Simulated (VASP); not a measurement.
# Ge3MoRh (P1) in VASP: notebook

Ge3MoRh is run at these levels: PBE; tasks: single point.

Everything below comes from runs of VASP 6.6.1. Logs are shortened: lines on timing, memory, paths and dates and some standing lists are left out, and cuts for length are marked.

**1. The cell of the first run**

The typed cell holds 10 atoms: a = 5.885 Å, b = 5.860 Å, c = 5.482 Å, α = 90.19°, β = 89.76°, γ = 120.01°.

**2. Single point, PBE**

File INCAR:

```
PREC = Accurate
ENCUT = 520
EDIFF = 1E-6
ISMEAR = 1
SIGMA = 0.15
LREAL = False
LASPH = True
NELM = 100
ALGO = Normal
ISIF = 2
LWAVE = False
LCHARG = False
GGA = PE
NBANDS = 82
```

File KPOINTS:

```
Automatic mesh
0
Gamma
  3 3 3
```

File POSCAR:

```
Ge3MoRh
1.0
    5.8850400000      0.0069000000      0.0125780000
   -2.9365450000      5.0705740000     -0.0096400000
    0.0117030000     -0.0036000000      5.4822590000
Rh Mo Ge
2 2 6
Direct
    0.3056027613      0.6438437668      0.7733674718
    0.6727287925      0.2902198947      0.2548002816
    0.9930419646      1.0025196247      0.0083147854
   -0.0187598259     -0.0167214265      0.5139796873
    0.2295724522      0.4300462566      0.2545604072
    0.7760009613      0.1913337939      0.7518241874
    0.6027585240      0.8142058623      0.2578082224
    0.8275724346      0.6055249931      0.7562599751
    0.1979774339      0.7942345193      0.2363743232
    0.3978746913      0.1726976958      0.7638282573
```

Potentials or basis: VASP PAW PBE potentials, release 64 (Rh_pv, Mo_sv, Ge_d).

Started as:

```bash
$ cat potpaw_PBE.64/Rh_pv/POTCAR potpaw_PBE.64/Mo_sv/POTCAR potpaw_PBE.64/Ge_d/POTCAR > POTCAR
$ mpirun -np 1 vasp_std > vasp.out
```

OUTCAR:

```text
PREC = Accurate
   ENCUT = 520
   EDIFF = 1E-6
   ISMEAR = 1
   LREAL = False
   LASPH = True
   NELM = 100
   ISIF = 2
   GGA = PE

 ion  position               nearest neighbor table
   1  0.306  0.644  0.773-   8 2.71   9 2.85   5 2.86  10 2.87   6 2.91   6 3.01   5 3.05   7 3.06
                            10 3.07
   2  0.673  0.290  0.255-   7 2.61   9 2.85   6 2.92   6 2.94   5 2.95   9 3.03  10 3.04   5 3.10
                            10 3.12   3 3.37
   3  0.993  0.003  0.008-   7 2.41   8 2.45   9 2.45  10 2.46   6 2.50   5 2.56   4 2.71   4 2.77
                             2 3.37
   4  0.981  0.983  0.514-   8 2.34   7 2.39   6 2.47  10 2.53   9 2.56   5 2.68   3 2.71   3 2.77

   5  0.230  0.430  0.255-   7 2.22   9 2.24   3 2.56   4 2.68   1 2.86   2 2.95   1 3.05   2 3.10

   6  0.776  0.191  0.752-  10 2.17   8 2.29   4 2.47   3 2.50   1 2.91   2 2.92   2 2.94   1 3.01

   7  0.603  0.814  0.258-   5 2.22   9 2.33   4 2.39   3 2.41   2 2.61   1 3.06
   8  0.828  0.606  0.756-   6 2.29   4 2.34   3 2.45  10 2.53   1 2.71
   9  0.198  0.794  0.236-   5 2.24   7 2.33   3 2.45   4 2.56   2 2.85   1 2.85   2 3.03
  10  0.398  0.173  0.764-   6 2.17   3 2.46   8 2.53   4 2.53   1 2.87   2 3.04   1 3.07   2 3.12

  LATTYP: Found a triclinic cell.
 ALAT       =     5.8850574864
 B/A-ratio  =     0.9956625875
 C/A-ratio  =     0.9315580495
 COS(alpha) =     0.0032832433
 COS(beta)  =     0.0042711944
 COS(gamma) =     0.5001443879

  Lattice vectors:

 A1 = (  -5.8850400000,  -0.0069000000,  -0.0125780000)
 A2 = (  -2.9365450000,   5.0705740000,  -0.0096400000)
 A3 = (  -0.0117030000,   0.0036000000,  -5.4822590000)

Analysis of symmetry for initial positions (statically):
=====================================================================
 Subroutine PRICEL returns:
 Original cell was already a primitive cell.

 Routine SETGRP: Setting up the symmetry group for a
 triclinic supercell.

 Subroutine GETGRP returns: Found  1 space group operations
 (whereof  1 operations were pure point group operations)
 out of a pool of  2 trial point group operations.

The static configuration has the point symmetry C_1 .

Analysis of symmetry for dynamics (positions and initial velocities):
=====================================================================
 Subroutine PRICEL returns:
 Original cell was already a primitive cell.

 Routine SETGRP: Setting up the symmetry group for a
 triclinic supercell.

 Subroutine GETGRP returns: Found  1 space group operations
 (whereof  1 operations were pure point group operations)
 out of a pool of  2 trial point group operations.

The dynamic configuration has the point symmetry C_1 .

 Subroutine INISYM returns: Found  1 space group operations
 (whereof  1 operations are pure point group operations),
 and found     1 'primitive' translations

----------------------------------------------------------------------------------------

                                     Primitive cell

  volume of cell :     163.7038

  direct lattice vectors                    reciprocal lattice vectors
     5.885040000  0.006900000  0.012578000     0.169807715  0.098340962 -0.000297912
    -2.936545000  5.070574000 -0.009640000    -0.000231350  0.197082595  0.000129911
     0.011703000 -0.003600000  5.482259000    -0.000389998  0.000120925  0.182407471

  length of vectors
     5.885057486  5.859531565  5.482272673     0.196228677  0.197082774  0.182407928

  position of ions in fractional coordinates (direct lattice)
     0.305602761  0.643843767  0.773367472
     0.672728793  0.290219895  0.254800282
     0.993041965  0.002519625  0.008314785
     0.981240174  0.983278574  0.513979687
     0.229572452  0.430046257  0.254560407
     0.776000961  0.191333794  0.751824187
     0.602758524  0.814205862  0.257808222
     0.827572435  0.605524993  0.756259975
     0.197977434  0.794234519  0.236374323
     0.397874691  0.172697696  0.763828257

  ion indices of the primitive-cell ions
   primitive index   ion index
                 1           1
                 2           2
                 3           3
                 4           4
                 5           5
                 6           6
                 7           7
                 8           8
                 9           9
                10          10

----------------------------------------------------------------------------------------

 KPOINTS: Automatic mesh

Automatic generation of k-mesh.
 Grid dimensions read from file:
 generate k-points for:    3    3    3

 Generating k-lattice:

  Cartesian coordinates                     Fractional coordinates (reciprocal lattice)
     0.056602572  0.032780321 -0.000099304     0.333333333 -0.000000000  0.000000000
    -0.000077117  0.065694198  0.000043304     0.000000000  0.333333333 -0.000000000
    -0.000129999  0.000040308  0.060802490     0.000000000 -0.000000000  0.333333333

  Length of vectors
     0.065409559  0.065694258  0.060802643

  Shift w.r.t. Gamma in fractional coordinates (k-lattice)
     0.000000000  0.000000000  0.000000000

 Subroutine IBZKPT returns following result:
 ===========================================

 Found     14 irreducible k-points:

 Following reciprocal coordinates:
            Coordinates               Weight
  0.000000  0.000000  0.000000      1.000000
  0.333333  0.000000 -0.000000      2.000000
  0.000000  0.333333 -0.000000      2.000000
  0.333333  0.333333 -0.000000      2.000000
 -0.333333  0.333333  0.000000      2.000000
 -0.000000 -0.000000  0.333333      2.000000
  0.333333  0.000000  0.333333      2.000000
 -0.333333 -0.000000  0.333333      2.000000
 -0.000000  0.333333  0.333333      2.000000
  0.333333  0.333333  0.333333      2.000000
 -0.333333  0.333333  0.333333      2.000000
 -0.000000 -0.333333  0.333333      2.000000
  0.333333 -0.333333  0.333333      2.000000
 -0.333333 -0.333333  0.333333      2.000000
   k-points           NKPTS =     14   k-points in BZ     NKDIM =     14   number of bands    NBANDS=     82
   number of dos      NEDOS =    301   number of ions     NIONS =     10
   total plane-waves  NPLWV =  96768
   dimension x,y,z NGX =    48 NGY =   48 NGZ =   42
   dimension x,y,z NGXF=    96 NGYF=   96 NGZF=   84
   ions per type =               2   2   6
   NGX,Y,Z   is equivalent  to a cutoff of  13.56, 13.62, 12.74 a.u.
   NGXF,Y,Z  is equivalent  to a cutoff of  27.12, 27.24, 25.47 a.u.
 SYSTEM =  unknown system
   PREC   = accura    normal or accurate (medium, high low for compatibility)
   ISTART =      0    job   : 0-new  1-cont  2-samecut
   ICHARG =      2    charge: 1-file 2-atom 10-const
   ISPIN  =      1    spin polarized calculation?
   LNONCOLLINEAR =      F non collinear calculations
   LSORBIT =      F    spin-orbit coupling
   LASPH  =      T    aspherical Exc in radial PAW
   ENCUT  =  520.0 eV  38.22 Ry    6.18 a.u.  10.94 10.89 10.19*2*pi/ulx,y,z
   NELM   =    100;   NELMIN=  2; NELMDL= -5     # of ELM steps
   EDIFF  = 0.1E-05   stopping-criterion for ELM
   LREAL  =      F    real-space projection
   EDIFFG = 0.1E-04   stopping-criterion for IOM
   NSW    =      0    number of steps for IOM
   IBRION =     -1    ionic relax: 0-MD 1-quasi-New 2-CG
   NFREE  =      0    steps in history (QN), initial steepest desc. (CG)
   ISIF   =      2    stress and relaxation
   ISYM   =      2    0-nonsym 1-usesym 2-fastsym
   POTIM  = 0.5000    time-step for ionic-motion
   TEBEG  =    0.0;   TEEND  =   0.0 temperature during run
   PSTRESS=    0.0 pullay stress
   NELECT =     142.0000    total number of electrons
   NUPDOWN=      -1.0000    fix difference up-down
   EMIN   =  10.00;   EMAX   =-10.00  energy-range for DOS
   EFERMI =   0.00;   METHOD = LEGACY
   ISMEAR =     1;   SIGMA  =   0.15  broadening in eV -4-tet -1-fermi 0-gaus
   EFERMI_NEDOS =   21; number of points for ismear=-14 and -15
   IALGO  =     38    algorithm
   IMIX   =      4    mixing-type and parameters
     AMIX     =   0.40;   BMIX     =  1.00
     AMIX_MAG =   1.60;   BMIX_MAG =  1.00
  volume/ion in A,a.u.               =      16.37       110.47
  Fermi-wavevector in a.u.,A,eV,Ry     =   1.561294  2.950418 33.166094  2.437639
  Thomas-Fermi vector in A             =   2.664381
   LORBIT       =      0    0 simple, 1 ext, 2 COOP (PROOUT), +10 PAW based schemes
   GGA     = PE    functional components
   LHFCALC =     F    Hartree Fock is set to
   AEXX    =    0.0000 exact exchange contribution
   IVDW    =     0    specifies the selected vdW correction
   LEPSILON=     F    determine dielectric tensor
   LRPA    =     F    only Hartree local field effects (RPA)
 non-spin polarized calculation
 Methfessel and Paxton  Order N= 1 SIGMA  =   0.15
  energy-cutoff  :      520.00
  volume of cell :      163.70
 maximum number of plane-waves:      4422
 NGX is ok and might be reduce to    48
   NGX = 21   NGY = 21   NGZ = 21

 number of electron     142.0000001 magnetization

 Free energy of the ion-electron system (eV)
  ---------------------------------------------------
  ext. energy  EPLUGINS =         0.00000000
  ---------------------------------------------------
  free energy    TOTEN  =       -56.31689199 eV

  energy without entropy =      -56.31354444  energy(sigma->0) =      -56.31577614

 E-fermi :   9.1481     XC(G=0): -12.2575

 val. band max:        9.1124068895   @ k =  -0.3333   0.3333   0.3333
 cond. band min:       9.1501581696   @ k =  -0.0000  -0.0000   0.3333
 fundamental gap:      0.0377512801
 Fermi energy:         9.1480658850

 k-point     1 :       0.0000    0.0000    0.0000
  band No.  band energies     occupation
      1     -51.7494      2.00000
      2     -51.6248      2.00000
      3     -36.7415      2.00000
      4     -36.6614      2.00000
      5     -36.6309      2.00000
      6     -36.6114      2.00000
[... 1179 lines left out ...]
     81      13.8005      0.00000
     82      13.9479      0.00000

------------------------ aborting loop because EDIFF is reached ----------------------------------------

  FORCE on cell =-STRESS in cart. coord.  units (eV):
  Direction    XX          YY          ZZ          XY          YZ          ZX
  --------------------------------------------------------------------------------------
  -------------------------------------------------------------------------------------
  Total       25.4733144     20.1154634      9.1909429      0.3989816     -1.5749122      0.7280736
  in kB      249.3086363    196.8710740     89.9522300      3.9048531    -15.4137470      7.1256937
  external PRESSURE =     178.7106468 kB  Pullay stress =       0.0000000 kB

 VOLUME and BASIS-vectors are now :
 -----------------------------------------------------------------------------
  energy-cutoff  :      520.00
  volume of cell :      163.70
      direct lattice vectors                 reciprocal lattice vectors
     5.885040000  0.006900000  0.012578000     0.169807715  0.098340962 -0.000297912
    -2.936545000  5.070574000 -0.009640000    -0.000231350  0.197082595  0.000129911
     0.011703000 -0.003600000  5.482259000    -0.000389998  0.000120925  0.182407471

 POSITION                                       TOTAL-FORCE (eV/Angst)
 -----------------------------------------------------------------------------------
     -0.08314      3.26398      4.23744        -0.123831     -0.699177      0.187802
      3.10977      1.47531      1.40254         0.533313     -0.780793     -0.006156
      5.83679      0.01960      0.05805        -0.141722      1.817767      0.013732
      2.89321      4.99071      2.82063         0.892307      2.268998     -0.734469
      0.09117      2.18125      1.39431         0.342865     -4.027400      0.323049
      4.01373      0.97282      4.12961         2.660357     -0.925151     -0.098973
      1.15932      4.13172      1.41310         1.021743      0.992055      0.087988
      3.10100      3.07335      4.15058        -0.097951     -0.076971      0.422317
     -1.16443      4.02774      1.29070        -2.628279      1.604451     -0.012054
      1.84331      0.87567      4.19084        -2.458802     -0.173778     -0.183237
 -----------------------------------------------------------------------------------
    total drift:                               -0.000060      0.001508     -0.000003

  FREE ENERGIE OF THE ION-ELECTRON SYSTEM (eV)
  ---------------------------------------------------
  free  energy   TOTEN  =       -56.3168919868 eV

  energy  without entropy=      -56.3135444395  energy(sigma->0) =      -56.31577614
```

It took 2.7 min on 1 thread of Intel Xeon 6975P-C (Granite Rapids), shared host; peak memory 0.38 GiB.

Results:

```yaml
Free_energy: -56.3169 eV
Pressure: 17.9 GPa
Largest_force: 4.055 eV/Å
Band_gap_on_the_k_mesh: zero (band 71 reaches 9.16 eV, above the bottom of band 72 at 9.10 eV)
```

Forces in eV/Å, atoms in the order of the input:
```
Rh  -0.124 -0.699  0.188
Rh   0.533 -0.781 -0.006
Mo  -0.142  1.818  0.014
Mo   0.892  2.269 -0.734
Ge   0.343 -4.027  0.323
Ge   2.660 -0.925 -0.099
Ge   1.022  0.992  0.088
Ge  -0.098 -0.077  0.422
Ge  -2.628  1.604 -0.012
Ge  -2.459 -0.174 -0.183
```

Caveat: the k points lie up to 0.41 Å⁻¹ apart; forces of over 1 eV/Å act on the atoms, so gaps and moduli don't describe the material at rest.

**3. Single point, PBE**

File INCAR:

```
PREC     = Accurate       # precision mode
ENCUT    = 520            # plane-wave cutoff, eV
EDIFF    = 1E-7           # SCF threshold, eV
ISMEAR   = 1              # smearing method
SIGMA    = 0.15           # smearing width, eV
LREAL    = F              # projectors in reciprocal space
LASPH    = T              # aspherical terms in the spheres
NELM     = 100            # most SCF steps
ALGO     = Normal         # electronic algorithm
ISIF     = 2              # what is computed and relaxed
LWAVE    = F              # write WAVECAR
LCHARG   = F              # write CHGCAR
GGA      = PE             # functional
NBANDS   = 82             # bands
```

KPOINTS is that of step 2.

File POSCAR:

```
Ge3MoRh
1.0
    5.8850400000      0.0069000000      0.0125780000
   -2.9365450000      5.0705740000     -0.0096400000
    0.0117030000     -0.0036000000      5.4822590000
Rh Mo Ge
2 2 6
Direct
    0.2966536788      0.6321691032      0.7783690629
    0.6816892887      0.2809760246      0.2567724949
    0.9932063961      1.0123348724      0.0050020180
   -0.0226052737     -0.0197410972      0.4998136763
    0.2324135994      0.4300401668      0.2530951728
    0.7762320929      0.1864158814      0.7532007521
    0.6138311186      0.8213983649      0.2621186836
    0.8320733858      0.6158253594      0.7648228107
    0.1801064211      0.7944058754      0.2320865713
    0.3865992920      0.1701918860      0.7669686901
```

Potentials or basis: VASP PAW PBE potentials, release 64 (Rh_pv, Mo_sv, Ge_d).

Started as:

```bash
$ cat potpaw_PBE.64/Rh_pv/POTCAR potpaw_PBE.64/Mo_sv/POTCAR potpaw_PBE.64/Ge_d/POTCAR > POTCAR
$ mpirun -np 1 vasp_std > vasp.out
```

Wall time 2.8 min (1 thread of Intel Xeon 6975P-C (Granite Rapids), shared host); peak memory 0.39 GiB.

It converged, with:

```yaml
Free_energy: -56.7543 eV
Pressure: 18.4 GPa
Largest_force: 3.424 eV/Å
Band_gap_on_the_k_mesh: zero (band 71 reaches 9.10 eV, above the bottom of band 72 at 9.08 eV)
```

Forces in eV/Å, atoms in the order of the input:
```
Rh  -0.081 -0.791  0.302
Rh   0.749 -0.700  0.093
Mo  -0.599  2.224  0.209
Mo   1.739  2.916  0.447
Ge   0.139 -2.279  0.317
Ge   0.632 -0.062 -0.452
Ge  -1.933 -0.662 -0.526
Ge   0.105 -1.238  0.217
Ge  -0.161  0.249 -0.050
Ge  -0.591  0.343 -0.557
```

Stress tensor (GPa, compression positive):
```
24.15  1.10  1.90
 1.10 17.67 -0.70
 1.90 -0.70 13.52
```

Levels at points of the mesh, in eV from the Fermi level:
```
           k point  band 67  band 68  band 69  band 70  band 71  band 72  band 73  band 74  band 75  band 76
(0.00, 0.00, 0.00)    -1.08    -0.88    -0.85    -0.73    -0.35     0.17     0.52     0.73     0.85     0.98
```

Caveat: the k points lie up to 0.41 Å⁻¹ apart; forces of over 1 eV/Å act on the atoms, so gaps and moduli don't describe the material at rest.
